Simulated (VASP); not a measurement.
Runs of VASP 6.6.1 on As. The structure is that of space group Im-3m (No. 229), or close to it. The cells are those of the table. 

```tsv
task	cell	cutoff (eV)	gap on the mesh (eV)	pressure (GPa)
single point	a = 2.861 Å, angles 109.5°, 1 atom	520	none	-0.7
single point	a = 2.842 Å, angles 109.5°, 1 atom	520	none	1.4
relaxation of cell and atoms	relaxed from a = 2.841 Å, angles 109.5°, 1 atom	600	none	0.0
single point	a = 2.851 Å, angles 109.5°, 1 atom	520	none	(a)
```

Alike in all rows: level LDA; potentials or basis VASP PAW LDA potentials, release 64 (As); no spin polarisation; k mesh 9 × 9 × 9; smearing methfessel-paxton 0.1 eV.

Fill in the values left out.

(a) 0.4.

A k mesh can miss the band edges, and the runs leave out spin-orbit coupling on As.

A gap of «none» marks levels without a gap at the run's occupations.
